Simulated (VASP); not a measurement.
# As (R-3m) in VASP: a series of runs, part 2 of 2

VASP 6.6.1. Earlier steps stand in the parts before.

## Step 3: Single point, PBE+D3(BJ) (21.52 Å³/atom)

This run uses another cell than the first one, of 21.52 Å³/atom.

INCAR reads:

```
SYSTEM = As
  PREC = Accurate
  ENCUT = 520
  EDIFF = 1E-6
  ISMEAR = 0
  SIGMA = 0.1
  LREAL = .FALSE.
  LASPH = .TRUE.
  NELM = 100
  ALGO = Normal
  ISIF = 2
  LWAVE = .FALSE.
  LCHARG = .FALSE.
  GGA = PE
  IVDW = 12
  NBANDS = 12
```

KPOINTS reads:

```
Automatic mesh
0
G
  15 15 15
  0 0 0
```

POSCAR reads:

```
As
1.0
    1.8993472384      1.0965886394      3.4436729191
   -1.8993472384      1.0965886394      3.4436729191
    0.0000000000     -2.1931772787      3.4436729191
As
2
Direct
    0.7710925652      0.7710925652      0.7710925652
    0.2289074348      0.2289074348      0.2289074348
```

Potentials or basis: VASP PAW PBE potentials, release 64 (As).

On the command line:

```console
> cat potpaw_PBE.64/As/POTCAR > POTCAR
> mpirun -np 1 vasp_std > vasp.out
```

OUTCAR:

```text
SYSTEM = As
   PREC = Accurate
   ENCUT = 520
   EDIFF = 1E-6
   ISMEAR = 0
   LREAL = .FALSE.
   LASPH = .TRUE.
   NELM = 100
   ISIF = 2
   GGA = PE
   IVDW = 12
 IVDW          = 12

 ion  position               nearest neighbor table
   1  0.771  0.771  0.771-   2 2.54   2 2.54   2 2.54
   2  0.229  0.229  0.229-   1 2.54   1 2.54   1 2.54

  LATTYP: Found a trigonal (rhomboedric) cell.
 ALAT       =     4.0827576159
 COS(alpha) =     0.5671558625

  Lattice vectors:

 A1 = (   1.8993472384,   1.0965886394,   3.4436729191)
 A2 = (  -1.8993472384,   1.0965886394,   3.4436729191)
 A3 = (   0.0000000000,  -2.1931772787,   3.4436729191)

Analysis of symmetry for initial positions (statically):
=====================================================================
 Subroutine PRICEL returns:
 Original cell was already a primitive cell.

 Routine SETGRP: Setting up the symmetry group for a
 trigonal (rhombohedral) supercell.

 Subroutine GETGRP returns: Found 12 space group operations
 (whereof 12 operations were pure point group operations)
 out of a pool of 12 trial point group operations.

The static configuration has the point symmetry D_3d.

Analysis of symmetry for dynamics (positions and initial velocities):
=====================================================================
 Subroutine PRICEL returns:
 Original cell was already a primitive cell.

 Routine SETGRP: Setting up the symmetry group for a
 trigonal (rhombohedral) supercell.

 Subroutine GETGRP returns: Found 12 space group operations
 (whereof 12 operations were pure point group operations)
 out of a pool of 12 trial point group operations.

The dynamic configuration has the point symmetry D_3d.

 Subroutine INISYM returns: Found 12 space group operations
 (whereof 12 operations are pure point group operations),
 and found     1 'primitive' translations

----------------------------------------------------------------------------------------

                                     Primitive cell

  volume of cell :      43.0349

  direct lattice vectors                    reciprocal lattice vectors
     1.899347238  1.096588639  3.443672919     0.263248336  0.151986498  0.096795875
    -1.899347238  1.096588639  3.443672919    -0.263248336  0.151986498  0.096795875
     0.000000000 -2.193177279  3.443672919     0.000000000 -0.303972995  0.096795875

  length of vectors
     4.082757616  4.082757616  4.082757616     0.319012575  0.319012575  0.319012575

  position of ions in fractional coordinates (direct lattice)
     0.771092565  0.771092565  0.771092565
     0.228907435  0.228907435  0.228907435

  ion indices of the primitive-cell ions
   primitive index   ion index
                 1           1
                 2           2

----------------------------------------------------------------------------------------

 KPOINTS: Automatic mesh

Automatic generation of k-mesh.
 Grid dimensions read from file:
 generate k-points for:   15   15   15

 Generating k-lattice:

  Cartesian coordinates                     Fractional coordinates (reciprocal lattice)
     0.017549889  0.010132433  0.006453058     0.066666667 -0.000000000  0.000000000
[... 40 lines left out ...]
 [... further k-points ...]
   k-points           NKPTS =    344   k-points in BZ     NKDIM =    344   number of bands    NBANDS=     12
   number of dos      NEDOS =    301   number of ions     NIONS =      2
   total plane-waves  NPLWV =  27000
   dimension x,y,z NGX =    30 NGY =   30 NGZ =   30
   dimension x,y,z NGXF=    60 NGYF=   60 NGZF=   60
   ions per type =               2
   NGX,Y,Z   is equivalent  to a cutoff of  12.22, 12.22, 12.22 a.u.
   NGXF,Y,Z  is equivalent  to a cutoff of  24.43, 24.43, 24.43 a.u.
 SYSTEM =  As
   PREC   = accura    normal or accurate (medium, high low for compatibility)
   ISTART =      0    job   : 0-new  1-cont  2-samecut
   ICHARG =      2    charge: 1-file 2-atom 10-const
   ISPIN  =      1    spin polarized calculation?
   LNONCOLLINEAR =      F non collinear calculations
   LSORBIT =      F    spin-orbit coupling
   LASPH  =      T    aspherical Exc in radial PAW
   ENCUT  =  520.0 eV  38.22 Ry    6.18 a.u.   7.59  7.59  7.59*2*pi/ulx,y,z
   NELM   =    100;   NELMIN=  2; NELMDL= -5     # of ELM steps
   EDIFF  = 0.1E-05   stopping-criterion for ELM
   LREAL  =      F    real-space projection
   EDIFFG = 0.1E-04   stopping-criterion for IOM
   NSW    =      0    number of steps for IOM
   IBRION =     -1    ionic relax: 0-MD 1-quasi-New 2-CG
   NFREE  =      0    steps in history (QN), initial steepest desc. (CG)
   ISIF   =      2    stress and relaxation
   ISYM   =      2    0-nonsym 1-usesym 2-fastsym
   POTIM  = 0.5000    time-step for ionic-motion
   TEBEG  =    0.0;   TEEND  =   0.0 temperature during run
   PSTRESS=    0.0 pullay stress
   NELECT =      10.0000    total number of electrons
   NUPDOWN=      -1.0000    fix difference up-down
   EMIN   =  10.00;   EMAX   =-10.00  energy-range for DOS
   EFERMI =   0.00;   METHOD = LEGACY
   ISMEAR =     0;   SIGMA  =   0.10  broadening in eV -4-tet -1-fermi 0-gaus
   EFERMI_NEDOS =   21; number of points for ismear=-14 and -15
   IALGO  =     38    algorithm
   IMIX   =      4    mixing-type and parameters
     AMIX     =   0.40;   BMIX     =  1.00
     AMIX_MAG =   1.60;   BMIX_MAG =  1.00
  volume/ion in A,a.u.               =      21.52       145.21
  Fermi-wavevector in a.u.,A,eV,Ry     =   1.006471  1.901954 13.782470  1.012983
  Thomas-Fermi vector in A             =   2.139215
   LORBIT       =      0    0 simple, 1 ext, 2 COOP (PROOUT), +10 PAW based schemes
   GGA     = PE    functional components
   LHFCALC =     F    Hartree Fock is set to
   AEXX    =    0.0000 exact exchange contribution
   IVDW    =    12    specifies the selected vdW correction
   LEPSILON=     F    determine dielectric tensor
   LRPA    =     F    only Hartree local field effects (RPA)
 non-spin polarized calculation
 Gauss-broadening in eV      SIGMA  =   0.10
  energy-cutoff  :      520.00
  volume of cell :       43.03
 maximum number of plane-waves:      1172
   NGX = 15   NGY = 15   NGZ = 15

 number of electron      10.0000000 magnetization

 Free energy of the ion-electron system (eV)
  ---------------------------------------------------
  ext. energy  EPLUGINS =         0.00000000
  ---------------------------------------------------
  free energy    TOTEN  =        -9.32945483 eV

  energy without entropy =       -9.32885522  energy(sigma->0) =       -9.32915502

 E-fermi :   5.4536     XC(G=0):  -9.9892

 val. band max:        5.4443075557   @ k =   0.4667   0.0667   0.0667
 cond. band min:       5.4913917471   @ k =   0.4000   0.0667   0.0667
 fundamental gap:      0.0470841914
 Fermi energy:         5.4535685642

 k-point     1 :       0.0000    0.0000    0.0000
  band No.  band energies     occupation
      1      -9.4926      2.00000
      2      -0.3231      2.00000
      3       3.0504      2.00000
      4       3.4249      2.00000
      5       3.4249      2.00000
      6       7.3619      0.00000
      7       8.4453      0.00000
      8       8.4453      0.00000
      9      12.0803      0.00000
     10      12.0803      0.00000
     11      12.4722      0.00000
     12      14.0291      0.00000
[... 331 lines left out ...]
 k-point    24 :       0.2000    0.1333    0.0000
  band No.  band energies     occupation
      1      -9.0020      2.00000
      2      -1.7371      2.00000
      3       2.2373      2.00000
      4       2.7291      2.00000
      5       4.5750      2.00000
      6       6.5345      0.00000
      7       7.9465      0.00000
      8       8.9090      0.00000
      9      10.8835      0.00000
     10      12.5304      0.00000
     11      13.2958      0.00000
     12      14.8906      0.00000

 [... further k-points ...]

------------------------ aborting loop because EDIFF is reached ----------------------------------------

 Edisp (eV)   -0.84038

 E8    (eV) :    -0.3561

  FORCE on cell =-STRESS in cart. coord.  units (eV):
  Direction    XX          YY          ZZ          XY          YZ          ZX
  --------------------------------------------------------------------------------------
  -------------------------------------------------------------------------------------
  Total      -0.27961    -0.27961    -0.30258     0.00000    -0.00000     0.00000
  in kB     -10.40985   -10.40985   -11.26477     0.00000    -0.00000     0.00000
  external pressure =      -10.69 kB  Pullay stress =        0.00 kB

 VOLUME and BASIS-vectors are now :
 -----------------------------------------------------------------------------
  energy-cutoff  :      520.00
  volume of cell :       43.03
      direct lattice vectors                 reciprocal lattice vectors
     1.899347238  1.096588639  3.443672919     0.263248336  0.151986498  0.096795875
    -1.899347238  1.096588639  3.443672919    -0.263248336  0.151986498  0.096795875
     0.000000000 -2.193177279  3.443672919     0.000000000 -0.303972995  0.096795875

 POSITION                                       TOTAL-FORCE (eV/Angst)
 -----------------------------------------------------------------------------------
      0.00000      0.00000      7.96617         0.000000     -0.000000     -0.047588
      0.00000      0.00000      2.36485         0.000000      0.000000      0.047588
 -----------------------------------------------------------------------------------
    total drift:                                0.000000     -0.000000      0.000000

  FREE ENERGIE OF THE ION-ELECTRON SYSTEM (eV)
  ---------------------------------------------------
  free  energy   TOTEN  =       -10.1698348780 eV

  energy  without entropy=      -10.1692352679  energy(sigma->0) =      -10.16953507
```

OSZICAR:

```text
N       E                     dE             d eps       ncg     rms          rms(c)
DAV:   1     0.287333949534E+02    0.28733E+02   -0.41746E+03  8256   0.691E+02
DAV:   2    -0.770203860795E+01   -0.36435E+02   -0.34737E+02 11004   0.111E+02
DAV:   3    -0.933265002634E+01   -0.16306E+01   -0.16252E+01 10296   0.239E+01
DAV:   4    -0.934063823728E+01   -0.79882E-02   -0.79876E-02  9400   0.190E+00
DAV:   5    -0.934065793102E+01   -0.19694E-04   -0.19694E-04 10336   0.103E-01    0.323E+00
DAV:   6    -0.933313713185E+01    0.75208E-02   -0.44094E-03  9404   0.421E-01    0.194E+00
DAV:   7    -0.932928588007E+01    0.38513E-02   -0.10155E-02  9588   0.654E-01    0.897E-02
DAV:   8    -0.932940921413E+01   -0.12333E-03   -0.35855E-04 10028   0.113E-01    0.322E-02
DAV:   9    -0.932945519922E+01   -0.45985E-04   -0.58689E-05  9716   0.491E-02    0.111E-02
DAV:  10    -0.932945482525E+01    0.37397E-06   -0.42814E-06  9952   0.115E-02
   1 F= -.10169835E+02 E0= -.10169535E+02  d E =-.599610E-03
```

Wall time 1.9 min (1 thread of Intel Xeon 6975P-C (Granite Rapids), shared host); peak memory 0.29 GiB.

What came out:

```
Free energy                : -10.1698 eV
Pressure                   : -1.1 GPa
Largest force              : 0.048 eV/Å
Band gap on the k mesh     : zero (bands 5 and 6 overlap by 0.21 eV)
Dispersion energy per atom : -0.420 eV
```

Forces in eV/Å, atoms in the order of the input:
```
As   0.000  0.000 -0.048
As   0.000  0.000  0.048
```

Levels at points of the mesh, in eV from the Fermi level:
| k point | band 1 | band 2 | band 3 | band 4 | band 5 | band 6 | band 7 | band 8 | band 9 | band 10 |
| --- | --- | --- | --- | --- | --- | --- | --- | --- | --- | --- |
| (0.00, 0.00, 0.00) | -14.95 | -5.78 | -2.40 | -2.03 | -2.03 | 1.91 | 2.99 | 2.99 | 6.63 | 6.63 |
